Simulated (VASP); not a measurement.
# ZnBi3 in VASP: notebook, part 2 of 2

VASP 6.6.1. The steps go on from the part before.

**6. Single point, PBEsol (strained)**

Contents of INCAR:

```
ALGO = Fast
EDIFF = 1E-7
ENCUT = 520
GGA = PS
ISIF = 2
ISMEAR = 0
LASPH = T
LCHARG = F
LREAL = F
LWAVE = F
NBANDS = 36
NELM = 80
PREC = Accurate
SIGMA = 0.1
```

Contents of KPOINTS:

```
k-points
0
Gamma
  9 9 9
```

Contents of POSCAR:

```
ZnBi3
1.0
    5.0011820183      0.0487316400     -0.0487316400
    0.0487316400      5.0011820183     -0.0487316400
   -0.0487316400     -0.0487316400      5.0011820183
Zn Bi
1 3
Direct
    0.0000000000      0.0000000000      0.0000000000
    0.0000000000      0.5000000000      0.5000000000
    0.5000000000      0.0000000000      0.5000000000
    0.5000000000      0.5000000000      0.0000000000
```

Potentials or basis: VASP PAW PBE potentials, release 64 (Zn, Bi_d).

Started as:

```bash
> cat potpaw_PBE.64/Zn/POTCAR potpaw_PBE.64/Bi_d/POTCAR > POTCAR
> mpirun -np 1 vasp_std > vasp.out
```

OUTCAR:

```text
EDIFF = 1E-7
   ENCUT = 520
   GGA = PS
   ISIF = 2
   ISMEAR = 0
   LASPH = T
   LREAL = F
   NELM = 80
   PREC = Accurate

 ion  position               nearest neighbor table
   1  0.000  0.000  0.000-
   2  0.000  0.500  0.500-   4 3.50   3 3.50   3 3.50   4 3.50   4 3.57   4 3.57   3 3.57   3 3.57

   3  0.500  0.000  0.500-   4 3.50   2 3.50   4 3.50   2 3.50   4 3.57   4 3.57   2 3.57   2 3.57

   4  0.500  0.500  0.000-   2 3.50   3 3.50   3 3.50   2 3.50   3 3.57   2 3.57   2 3.57   3 3.57

  LATTYP: Found a trigonal (rhomboedric) cell.
 ALAT       =     5.0016568381
 COS(alpha) =     0.0195792770

  Lattice vectors:

 A1 = (  -5.0011820183,  -0.0487316400,   0.0487316400)
 A2 = (  -0.0487316400,  -5.0011820183,   0.0487316400)
 A3 = (  -0.0487316400,  -0.0487316400,   5.0011820183)

Analysis of symmetry for initial positions (statically):
=====================================================================
 Subroutine PRICEL returns:
 Original cell was already a primitive cell.

 Routine SETGRP: Setting up the symmetry group for a
 trigonal (rhombohedral) supercell.

 Subroutine GETGRP returns: Found 12 space group operations
 (whereof 12 operations were pure point group operations)
 out of a pool of 12 trial point group operations.

The static configuration has the point symmetry D_3d.

Analysis of symmetry for dynamics (positions and initial velocities):
=====================================================================
 Subroutine PRICEL returns:
 Original cell was already a primitive cell.

 Routine SETGRP: Setting up the symmetry group for a
 trigonal (rhombohedral) supercell.

 Subroutine GETGRP returns: Found 12 space group operations
 (whereof 12 operations were pure point group operations)
[... 116 lines left out ...]
   PSTRESS=    0.0 pullay stress
   NELECT =      57.0000    total number of electrons
   NUPDOWN=      -1.0000    fix difference up-down
   EMIN   =  10.00;   EMAX   =-10.00  energy-range for DOS
   EFERMI =   0.00;   METHOD = LEGACY
   ISMEAR =     0;   SIGMA  =   0.10  broadening in eV -4-tet -1-fermi 0-gaus
   EFERMI_NEDOS =   21; number of points for ismear=-14 and -15
   IALGO  =     68    algorithm
   IMIX   =      4    mixing-type and parameters
     AMIX     =   0.40;   BMIX     =  1.00
     AMIX_MAG =   1.60;   BMIX_MAG =  1.00
  volume/ion in A,a.u.               =      31.26       210.98
  Fermi-wavevector in a.u.,A,eV,Ry     =   1.259896  2.380859 21.597050  1.587338
  Thomas-Fermi vector in A             =   2.393433
   LORBIT       =      0    0 simple, 1 ext, 2 COOP (PROOUT), +10 PAW based schemes
   GGA     = PS    functional components
   LHFCALC =     F    Hartree Fock is set to
   AEXX    =    0.0000 exact exchange contribution
   IVDW    =     0    specifies the selected vdW correction
   LEPSILON=     F    determine dielectric tensor
   LRPA    =     F    only Hartree local field effects (RPA)
 non-spin polarized calculation
 RMM-DIIS sequential band-by-band and
 Gauss-broadening in eV      SIGMA  =   0.10
  energy-cutoff  :      520.00
  volume of cell :      125.05
 maximum number of plane-waves:      3381
 NGX is ok and might be reduce to    40
   NGX = 19   NGY = 19   NGZ = 19

 number of electron      57.0000043 magnetization

 Free energy of the ion-electron system (eV)
  ---------------------------------------------------
  ext. energy  EPLUGINS =         0.00000000
  ---------------------------------------------------
  free energy    TOTEN  =       -13.45282981 eV

  energy without entropy =      -13.44258829  energy(sigma->0) =      -13.44770905

 E-fermi :   5.5171     XC(G=0):  -9.9510

 val. band max:        5.4997354905   @ k =  -0.2222  -0.4444   0.2222
 cond. band min:       5.5263386990   @ k =   0.1111   0.1111   0.1111
 fundamental gap:      0.0266032084
 Fermi energy:         5.5170553974

 k-point     1 :       0.0000    0.0000    0.0000
  band No.  band energies     occupation
      1     -17.3750      2.00000
      2     -17.3722      2.00000
      3     -17.3722      2.00000
      4     -17.3474      2.00000
      5     -17.3043      2.00000
      6     -17.3043      2.00000
[... 925 lines left out ...]
     35      10.7205      0.00000
     36      11.5449      0.00000

 [... further k-points ...]
[... 5 lines left out ...]
  --------------------------------------------------------------------------------------
  -------------------------------------------------------------------------------------
  Total       -4.3326870     -4.3326870     -4.3326870     -0.1694532      0.1694532      0.1694532
  in kB      -55.5102053    -55.5102053    -55.5102053     -2.1710269      2.1710269      2.1710269
  external PRESSURE =     -55.5102053 kB  Pullay stress =       0.0000000 kB

 VOLUME and BASIS-vectors are now :
 -----------------------------------------------------------------------------
  energy-cutoff  :      520.00
  volume of cell :      125.05
      direct lattice vectors                 reciprocal lattice vectors
     5.001182018  0.048731640 -0.048731640     0.199990341 -0.001929906  0.001929906
     0.048731640  5.001182018 -0.048731640    -0.001929906  0.199990341  0.001929906
    -0.048731640 -0.048731640  5.001182018     0.001929906  0.001929906  0.199990341

 POSITION                                       TOTAL-FORCE (eV/Angst)
 -----------------------------------------------------------------------------------
      0.00000      0.00000      0.00000        -0.000000      0.000000      0.000000
      0.00000      2.47623      2.47623         0.000000      0.000000     -0.000000
      2.47623      0.00000      2.47623        -0.000000     -0.000000      0.000000
      2.52496      2.52496     -0.04873         0.000000     -0.000000      0.000000
 -----------------------------------------------------------------------------------
    total drift:                               -0.000000     -0.000000     -0.000000

  FREE ENERGIE OF THE ION-ELECTRON SYSTEM (eV)
  ---------------------------------------------------
  free  energy   TOTEN  =       -13.4528298102 eV

  energy  without entropy=      -13.4425882878  energy(sigma->0) =      -13.44770905
```

OSZICAR:

```text
N       E                     dE             d eps       ncg     rms          rms(c)
DAV:   1     0.604528348441E+03    0.60453E+03   -0.29454E+04  6120   0.197E+03
DAV:   2     0.532014370286E+02   -0.55133E+03   -0.54321E+03  6128   0.520E+02
DAV:   3    -0.106439173812E+02   -0.63845E+02   -0.62940E+02  7032   0.189E+02
DAV:   4    -0.134238077315E+02   -0.27799E+01   -0.27670E+01  6820   0.411E+01
DAV:   5    -0.135509885675E+02   -0.12718E+00   -0.12717E+00  8196   0.807E+00    0.141E+00
RMM:   6    -0.134623249765E+02    0.88664E-01   -0.40349E-01  6567   0.392E+00    0.123E+00
RMM:   7    -0.134541425313E+02    0.81824E-02   -0.36175E-02  7384   0.160E+00    0.532E-01
RMM:   8    -0.134524220039E+02    0.17205E-02   -0.14924E-02  7154   0.826E-01    0.121E-01
RMM:   9    -0.134527201515E+02   -0.29815E-03   -0.45442E-03  8452   0.648E-01    0.479E-02
RMM:  10    -0.134528064599E+02   -0.86308E-04   -0.10400E-03  9358   0.214E-01    0.236E-02
RMM:  11    -0.134528267431E+02   -0.20283E-04   -0.17473E-04  8752   0.113E-01    0.779E-03
RMM:  12    -0.134528298989E+02   -0.31557E-05   -0.82075E-05 10227   0.543E-02    0.347E-03
RMM:  13    -0.134528303613E+02   -0.46240E-06   -0.10805E-05  9958   0.206E-02    0.209E-03
RMM:  14    -0.134528302450E+02    0.11622E-06   -0.16340E-06  8280   0.745E-03    0.222E-03
RMM:  15    -0.134528297645E+02    0.48058E-06   -0.42359E-07  4995   0.592E-03    0.350E-04
RMM:  16    -0.134528298102E+02   -0.45733E-07   -0.13690E-07  4043   0.281E-03
   1 F= -.13452830E+02 E0= -.13447709E+02  d E =-.102415E-01
```

stdout:

```text
POSCAR found type information on POSCAR ZnBi
 POSCAR found :  2 types and       4 ions
 scaLAPACK will be used
 -----------------------------------------------------------------------------
|                                                                             |
|                                                                             |
|     You enforced a specific xc type in the INCAR file but a different       |
|     I HOPE YOU KNOW WHAT YOU ARE DOING!                                     |
|                                                                             |
 -----------------------------------------------------------------------------

 LDA part: xc-table for (Slater+PW92), standard interpolation
 POSCAR, INCAR and KPOINTS ok, starting setup
 FFT: planning ... GRIDC
 FFT: planning ... GRID_SOFT
 FFT: planning ... GRID
 WAVECAR not read
 entering main loop
```

Run time: 17 min. Hardware: 1 thread of Intel Xeon 8259CL, shared host; peak memory 0.46 GiB.

Results:

| Quantity | Value |
| --- | --- |
| Free energy | -13.4528 eV |
| Pressure | -5.6 GPa |
| Band gap on the k mesh | zero (an odd number of electrons rules out a gap without spin polarisation) |

Levels at points of the mesh, in eV from the Fermi level:
```tsv
k point	band 24	band 25	band 26	band 27	band 28	band 29	band 30	band 31	band 32	band 33
(0.00, 0.00, 0.00)	-3.59	-3.47	-3.47	-2.26	0.74	0.74	1.09	2.04	2.34	2.34
```

Caveat: the cell differs from its parent crystal (strained); the cell stands under tension; the PAW data sets were made with another functional, which shifts forces and pressure a little; spin-orbit coupling is left out, which moves the levels of the heavy elements.

**7. The runs side by side**

| level | cell | k mesh | gap on the mesh (eV) | pressure (GPa) |
| --- | --- | --- | --- | --- |
| PBEsol | a = 4.873 Å, 4 atoms | 4 × 4 × 4 | none | -2.2 |
| PBE | a = 4.761 Å, 4 atoms | 10 × 10 × 10 | none | 4.1 |
| PBEsol | a = 4.772 Å, 4 atoms | 10 × 10 × 10 | none | 0.5 |
| PBEsol | a = 5.075 Å, 4 atoms | 10 × 10 × 10 | none | -6.7 |
| PBEsol | a = 5.002 Å, angles 91.1, 91.1, 88.9°, 4 atoms | 9 × 9 × 9 | none | -5.6 |

Alike in all rows: task single point; potentials or basis VASP PAW PBE potentials, release 64 (Zn, Bi_d); no spin polarisation; cutoff (eV) 520; smearing gaussian 0.1 eV.

Caveats: spin-orbit coupling is left out, which moves the levels of the heavy elements; the PAW data sets were made with another functional, which shifts forces and pressure a little (at least some runs); the cell stands under tension (at least some runs); the cell stands under pressure (at least some runs).

Total energies depend on the potentials used, so only differences within one code and one set of settings carry meaning.
